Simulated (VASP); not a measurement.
# Ru (P6_3/mmc) in VASP: single point with LDA

Aim: the single point of Ru with LDA.

Program: VASP 6.6.1. These are calculated values, not measurements. Logs are shortened: lines on timing, memory, paths and dates and some standing lists are left out, and cuts for length are marked.

### Step 1. The cell of the first run

Symmetry: P6_3/mmc, No. 194, hexagonal system. Conventional cell: a = 2.674 Å, b = 2.674 Å, c = 4.227 Å, α = 90.00°, β = 90.00°, γ = 120.00°. Within 3.5 Å of Ru (site symmetry -6m2) lie 12 Ru at 2.62 to 2.67 Å.

### Step 2. Single point, LDA

Input file INCAR:

```
PREC = Accurate
ENCUT = 500
EDIFF = 1E-6
ISMEAR = 0
SIGMA = 0.1
LREAL = False
LASPH = True
NELM = 120
ALGO = Normal
ISIF = 2
LWAVE = False
LCHARG = True
GGA = CA
LELF = True
LVHAR = True
NBANDS = 21
GGA_COMPAT = False
```

Input file KPOINTS:

```
Automatic mesh
0
Gamma
  18 18 10
```

Input file POSCAR:

```
Ru
1.0
    2.6740711064      0.0000000000      0.0000000000
   -1.3370355532      2.3158135097      0.0000000000
    0.0000000000      0.0000000000      4.2267519247
Ru
2
Direct
    0.3333333333      0.6666666667      0.2500000000
    0.6666666667      0.3333333333      0.7500000000
```

Potentials or basis: VASP PAW LDA potentials, release 64 (Ru_pv).

The run is started by

```console
> cat potpaw_LDA.64/Ru_pv/POTCAR > POTCAR
> mpirun -np 1 vasp_std > vasp.out
```

OUTCAR:

```text
PREC = Accurate
   ENCUT = 500
   EDIFF = 1E-6
   ISMEAR = 0
   LREAL = False
   LASPH = True
   NELM = 120
   ISIF = 2
   GGA = CA

 ion  position               nearest neighbor table
   1  0.333  0.667  0.250-   2 2.62   2 2.62   2 2.62   2 2.62   2 2.62   2 2.62
   2  0.667  0.333  0.750-   1 2.62   1 2.62   1 2.62   1 2.62   1 2.62   1 2.62

  LATTYP: Found a hexagonal cell.
 ALAT       =     2.6740711064
 C/A-ratio  =     1.5806430557

  Lattice vectors:

 A1 = (   2.6740711064,   0.0000000000,   0.0000000000)
 A2 = (  -1.3370355532,   2.3158135097,   0.0000000000)
 A3 = (   0.0000000000,   0.0000000000,   4.2267519247)

Analysis of symmetry for initial positions (statically):
=====================================================================
 Subroutine PRICEL returns:
 Original cell was already a primitive cell.

 Routine SETGRP: Setting up the symmetry group for a
 hexagonal supercell.

 Subroutine GETGRP returns: Found 24 space group operations
 (whereof 12 operations were pure point group operations)
 out of a pool of 24 trial point group operations.

The static configuration has the point symmetry D_3d.
 The point group associated with its full space group is D_6h.

Analysis of symmetry for dynamics (positions and initial velocities):
=====================================================================
 Subroutine PRICEL returns:
 Original cell was already a primitive cell.

 Routine SETGRP: Setting up the symmetry group for a
 hexagonal supercell.

 Subroutine GETGRP returns: Found 24 space group operations
 (whereof 12 operations were pure point group operations)
 out of a pool of 24 trial point group operations.

The dynamic configuration has the point symmetry D_3d.
 The point group associated with its full space group is D_6h.

 Subroutine INISYM returns: Found 24 space group operations
 (whereof 12 operations are pure point group operations),
 and found     1 'primitive' translations

----------------------------------------------------------------------------------------

                                     Primitive cell

  volume of cell :      26.1748

  direct lattice vectors                    reciprocal lattice vectors
     2.674071106  0.000000000  0.000000000     0.373961634  0.215906850  0.000000000
    -1.337035553  2.315813510  0.000000000     0.000000000  0.431813700  0.000000000
     0.000000000  0.000000000  4.226751925     0.000000000  0.000000000  0.236588288

  length of vectors
     2.674071106  2.674071106  4.226751925     0.431813700  0.431813700  0.236588288

  position of ions in fractional coordinates (direct lattice)
     0.333333333  0.666666667  0.250000000
     0.666666667  0.333333333  0.750000000

  ion indices of the primitive-cell ions
   primitive index   ion index
                 1           1
                 2           2

----------------------------------------------------------------------------------------

 KPOINTS: Automatic mesh

Automatic generation of k-mesh.
 Grid dimensions read from file:
 generate k-points for:   18   18   10

 Generating k-lattice:

  Cartesian coordinates                     Fractional coordinates (reciprocal lattice)
     0.020775646  0.011994825  0.000000000     0.055555556  0.000000000  0.000000000
     0.000000000  0.023989650  0.000000000     0.000000000  0.055555556  0.000000000
     0.000000000  0.000000000  0.023658829     0.000000000  0.000000000  0.100000000

  Length of vectors
     0.023989650  0.023989650  0.023658829

  Shift w.r.t. Gamma in fractional coordinates (k-lattice)
     0.000000000  0.000000000  0.000000000

 Subroutine IBZKPT returns following result:
 ===========================================

 Found    222 irreducible k-points:

 Following reciprocal coordinates:
            Coordinates               Weight
  0.000000  0.000000  0.000000      1.000000
  0.055556 -0.000000  0.000000      6.000000
  0.111111 -0.000000  0.000000      6.000000
  0.166667 -0.000000  0.000000      6.000000
  0.222222 -0.000000  0.000000      6.000000
  0.277778 -0.000000  0.000000      6.000000
[... 16 lines left out ...]
  0.333333  0.111111  0.000000     12.000000
  0.388889  0.111111  0.000000     12.000000
 [... further k-points ...]
   k-points           NKPTS =    222   k-points in BZ     NKDIM =    222   number of bands    NBANDS=     21
   number of dos      NEDOS =    301   number of ions     NIONS =      2
   total plane-waves  NPLWV =  12800
   dimension x,y,z NGX =    20 NGY =   20 NGZ =   32
   dimension x,y,z NGXF=    40 NGYF=   40 NGZF=   64
   ions per type =               2
   NGX,Y,Z   is equivalent  to a cutoff of  12.43, 12.43, 12.59 a.u.
   NGXF,Y,Z  is equivalent  to a cutoff of  24.87, 24.87, 25.17 a.u.
 SYSTEM =  unknown system
   PREC   = accura    normal or accurate (medium, high low for compatibility)
   ISTART =      0    job   : 0-new  1-cont  2-samecut
   ICHARG =      2    charge: 1-file 2-atom 10-const
   ISPIN  =      1    spin polarized calculation?
   LNONCOLLINEAR =      F non collinear calculations
   LSORBIT =      F    spin-orbit coupling
   LASPH  =      T    aspherical Exc in radial PAW
   ENCUT  =  500.0 eV  36.75 Ry    6.06 a.u.   4.88  4.88  7.71*2*pi/ulx,y,z
   NELM   =    120;   NELMIN=  2; NELMDL= -5     # of ELM steps
   EDIFF  = 0.1E-05   stopping-criterion for ELM
   LREAL  =      F    real-space projection
   EDIFFG = 0.1E-04   stopping-criterion for IOM
   NSW    =      0    number of steps for IOM
   IBRION =     -1    ionic relax: 0-MD 1-quasi-New 2-CG
   NFREE  =      0    steps in history (QN), initial steepest desc. (CG)
   ISIF   =      2    stress and relaxation
   ISYM   =      2    0-nonsym 1-usesym 2-fastsym
   POTIM  = 0.5000    time-step for ionic-motion
   TEBEG  =    0.0;   TEEND  =   0.0 temperature during run
   PSTRESS=    0.0 pullay stress
   NELECT =      28.0000    total number of electrons
   NUPDOWN=      -1.0000    fix difference up-down
   EMIN   =  10.00;   EMAX   =-10.00  energy-range for DOS
   EFERMI =   0.00;   METHOD = LEGACY
   ISMEAR =     0;   SIGMA  =   0.10  broadening in eV -4-tet -1-fermi 0-gaus
   EFERMI_NEDOS =   21; number of points for ismear=-14 and -15
   IALGO  =     38    algorithm
   IMIX   =      4    mixing-type and parameters
     AMIX     =   0.40;   BMIX     =  1.00
     AMIX_MAG =   1.60;   BMIX_MAG =  1.00
  volume/ion in A,a.u.               =      13.09        88.32
  Fermi-wavevector in a.u.,A,eV,Ry     =   1.674299  3.163967 38.140911  2.803278
  Thomas-Fermi vector in A             =   2.759119
   LORBIT       =      0    0 simple, 1 ext, 2 COOP (PROOUT), +10 PAW based schemes
   GGA     = CA    functional components
   LHFCALC =     F    Hartree Fock is set to
   AEXX    =    0.0000 exact exchange contribution
   IVDW    =     0    specifies the selected vdW correction
   LEPSILON=     F    determine dielectric tensor
   LRPA    =     F    only Hartree local field effects (RPA)
 non-spin polarized calculation
 Gauss-broadening in eV      SIGMA  =   0.10
  energy-cutoff  :      500.00
  volume of cell :       26.17
 maximum number of plane-waves:       693
 NGX is ok and might be reduce to    20
   NGX =  9   NGY =  9   NGZ = 15

 number of electron      27.9999992 magnetization

 Free energy of the ion-electron system (eV)
  ---------------------------------------------------
  ext. energy  EPLUGINS =         0.00000000
  ---------------------------------------------------
  free energy    TOTEN  =       -21.39364283 eV

  energy without entropy =      -21.38506868  energy(sigma->0) =      -21.38935576

 E-fermi :  13.3760     XC(G=0): -14.6069

 val. band max:       13.3739438252   @ k =   0.1667   0.1111   0.3000
 cond. band min:      13.3943156826   @ k =   0.4444   0.1111   0.5000
 fundamental gap:      0.0203718573
 Fermi energy:        13.3760405362

 k-point     1 :       0.0000    0.0000    0.0000
  band No.  band energies     occupation
      1     -30.2283      2.00000
      2     -29.1550      2.00000
      3     -29.1550      2.00000
      4     -28.9602      2.00000
      5     -28.9602      2.00000
      6     -28.9137      2.00000
[... 13 lines left out ...]
     20      23.3273      0.00000
     21      24.1429      0.00000

 k-point     2 :       0.0556   -0.0000    0.0000
  band No.  band energies     occupation
      1     -30.2162      2.00000
      2     -29.1810      2.00000
      3     -29.1638      2.00000
      4     -28.9874      2.00000
      5     -28.9637      2.00000
      6     -28.9193      2.00000
[... 13 lines left out ...]
     20      23.3274      0.00000
     21      24.1256      0.00000

 k-point     3 :       0.1111   -0.0000    0.0000
  band No.  band energies     occupation
      1     -30.1806      2.00000
      2     -29.2558      2.00000
      3     -29.1887      2.00000
      4     -29.0648      2.00000
      5     -28.9740      2.00000
      6     -28.9361      2.00000
[... 13 lines left out ...]
     20      23.3274      0.00000
     21      24.0674      0.00000

 k-point     4 :       0.1667   -0.0000    0.0000
  band No.  band energies     occupation
      1     -30.1237      2.00000
      2     -29.3705      2.00000
      3     -29.2259      2.00000
      4     -29.1812      2.00000
      5     -28.9906      2.00000
      6     -28.9643      2.00000
[... 13 lines left out ...]
     20      23.3274      0.00000
     21      23.9618      0.00000

 k-point     5 :       0.2222   -0.0000    0.0000
  band No.  band energies     occupation
      1     -30.0489      2.00000
      2     -29.5110      2.00000
      3     -29.3202      2.00000
      4     -29.2700      2.00000
      5     -29.0121      2.00000
      6     -29.0037      2.00000
[... 13 lines left out ...]
     20      23.3273      0.00000
     21      23.8220      0.00000
[... 382 lines left out ...]
     20      23.3272      0.00000
     21      23.7477      0.00000

 k-point    22 :       0.2778    0.1111    0.0000
  band No.  band energies     occupation
      1     -29.8402      2.00000
      2     -29.7846      2.00000
      3     -29.6299      2.00000
      4     -29.3741      2.00000
      5     -29.1295      2.00000
      6     -29.1176      2.00000
[... 13 lines left out ...]
     20      23.6867      0.00000
     21      23.7157      0.00000

 k-point    23 :       0.3333    0.1111    0.0000
  band No.  band energies     occupation
      1     -29.8910      2.00000
      2     -29.7501      2.00000
      3     -29.7015      2.00000
      4     -29.4280      2.00000
      5     -29.1921      2.00000
      6     -29.1417      2.00000
[... 13 lines left out ...]
     20      23.3273      0.00000
     21      24.4975      0.00000

 k-point    24 :       0.3889    0.1111    0.0000
  band No.  band energies     occupation
      1     -29.9601      2.00000
      2     -29.7481      2.00000
      3     -29.6770      2.00000
      4     -29.4626      2.00000
      5     -29.2472      2.00000
      6     -29.1574      2.00000
[... 13 lines left out ...]
     20      23.3266      0.00000
     21      24.8311      0.00000

 [... further k-points ...]

------------------------ aborting loop because EDIFF is reached ----------------------------------------

  FORCE on cell =-STRESS in cart. coord.  units (eV):
  Direction    XX          YY          ZZ          XY          YZ          ZX
  --------------------------------------------------------------------------------------
  -------------------------------------------------------------------------------------
  Total        0.1529568      0.1529568      0.1625930      0.0000000      0.0000000     -0.0000000
  in kB        9.3625930      9.3625930      9.9524317      0.0000000      0.0000000     -0.0000000
  external PRESSURE =       9.5592059 kB  Pullay stress =       0.0000000 kB

 VOLUME and BASIS-vectors are now :
 -----------------------------------------------------------------------------
  energy-cutoff  :      500.00
  volume of cell :       26.17
      direct lattice vectors                 reciprocal lattice vectors
     2.674071106  0.000000000  0.000000000     0.373961634  0.215906850  0.000000000
    -1.337035553  2.315813510  0.000000000     0.000000000  0.431813700  0.000000000
     0.000000000  0.000000000  4.226751925     0.000000000  0.000000000  0.236588288

 POSITION                                       TOTAL-FORCE (eV/Angst)
 -----------------------------------------------------------------------------------
     -0.00000      1.54388      1.05669        -0.000000      0.000000      0.000000
      1.33704      0.77194      3.17006         0.000000     -0.000000      0.000000
 -----------------------------------------------------------------------------------
    total drift:                               -0.000000      0.000000     -0.000000

  FREE ENERGIE OF THE ION-ELECTRON SYSTEM (eV)
  ---------------------------------------------------
  free  energy   TOTEN  =       -21.3936428331 eV

  energy  without entropy=      -21.3850686821  energy(sigma->0) =      -21.38935576
```

Wall time 2 min (1 thread of Intel Xeon 8259CL, shared host); peak memory 0.2 GiB.

Results:

- Free energy: -21.3936 eV
- Pressure: 1.0 GPa
- Band gap on the k mesh: zero (bands 14 and 15 overlap by 3.32 eV)

Levels at points of the mesh, in eV from the Fermi level:
| k point | band 11 | band 12 | band 13 | band 14 | band 15 | band 16 | band 17 | band 18 |
| --- | --- | --- | --- | --- | --- | --- | --- | --- |
| (0.00, 0.00, 0.00) | -2.56 | -2.03 | -2.03 | -1.48 | -1.48 | 1.27 | 1.27 | 1.36 |
| (0.50, 0.00, 0.00) | -2.17 | -1.85 | -1.59 | 1.54 | 1.99 | 2.07 | 4.29 | 6.39 |
| (0.00, 0.00, 0.50) | -2.93 | -2.93 | -2.83 | -2.83 | 0.60 | 0.60 | 0.60 | 0.60 |
| (0.50, 0.00, 0.50) | -1.12 | -1.12 | 0.48 | 0.48 | 1.81 | 1.81 | 3.55 | 3.55 |
